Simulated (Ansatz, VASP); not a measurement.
**NbSnSe4: VASP beside Ansatz**

```
Nb Sn Se
1.0
     6.50778    0.00000   -0.02182
     0.00000    3.73710    0.00000
    -2.21281    0.00000    6.78607
Nb Sn Se
1 1 4
Direct
  0.66844 0.50000 0.49826
  0.16218 0.00000 0.50171
  0.44754 0.00000 0.25661
  0.88299 0.50000 0.25022
  0.61843 0.00000 0.74241
  0.05382 0.50000 0.75099
```

Change from the starting cell: species swapped into the TaMoS4 type (Pm, No. 6).

Alike in both runs: functional PBE; k mesh 2 × 3 × 2; occupations gaussian, width 0.15 eV; no spin polarisation.

Ansatz relaxed the structure, and its values are those at the end. VASP's run is a single point on that final structure, the one shown.

```csv
,VASP,Ansatz
version,VASP 6.6.1,Ansatz 0.2.0
potentials or method,"VASP PAW PBE potentials, release 64 (Nb_sv, Sn_d, Se), cutoff 500 eV","scalar-relativistic, plane waves, PAW"
valence electrons in the cell,51,91
```

|  | VASP | Ansatz | Ansatz less VASP |
| --- | --- | --- | --- |
| gap on the k mesh at the Fermi level (eV) | none | none | - |
| pressure (GPa) | 0.2 | 0.2 | 0.00 |
| rms of the force components (eV/Å) | 0.038 | 0.037 | -0.0011 |

A gap of «none» marks a metal or a gap that the smearing closes. With one functional, cell and mesh, what is left measures potentials, basis and numerics. VASP's potentials hold 51 valence electrons a cell and Ansatz's 91, so a difference there can come from the potentials and not from the codes.

The k mesh is coarse, so the values compare programs but aren't converged.
